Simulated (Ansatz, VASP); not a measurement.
MgS: VASP and Ansatz over several settings

```
S Mg
1.0
     0.00000    2.54854    2.54854
     2.54854    0.00000    2.54854
     2.54854    2.54854    0.00000
S Mg
1 1
Direct
  0.50000 0.50000 0.50000
  0.00000 0.00000 0.00000
```

Single points on this cell with VASP 6.6.1 and Ansatz 0.2.0. Each row is one pair of runs. Alike in all rows: spin: off; smearing: fermi-dirac, width 0.05 eV; Ansatz's potentials, cutoff: Ansatz PAW, 420 eV.

```tsv
level	k mesh	VASP's potentials, cutoff	gap on the k mesh at the Fermi level (eV), VASP	gap on the k mesh at the Fermi level (eV), Ansatz	least direct gap on the mesh (eV), VASP	least direct gap on the mesh (eV), Ansatz	pressure (GPa), VASP	pressure (GPa), Ansatz
HSE06	6 × 6 × 6	VASP PAW PBE potentials, release 64 (S, Mg), 520 eV	?	3.95	?	5.37	?	5.1
LDA	9 × 9 × 9	VASP PAW LDA potentials, release 64 (S, Mg_sv), 750 eV	2.84	2.82	4.01	3.98	1.4	1.6
PBE0	6 × 6 × 6	VASP PAW PBE potentials, release 64 (S, Mg), 520 eV	4.64	4.68	6.07	6.08	4.7	5.1
```

Task: Fill in what VASP gave in row 1.

Result: gap on the k mesh at the Fermi level (eV): 3.90; least direct gap on the mesh (eV): 5.34; pressure (GPa): 4.8.

VASP's potentials hold 8 valence electrons a cell and Ansatz's 16 in some rows, so a difference there can come from the potentials and not from the codes.

Noted on Ansatz's runs: odd divisions of the mesh miss points on the zone boundary, where band edges often lie, so the gap on the mesh can be too wide.
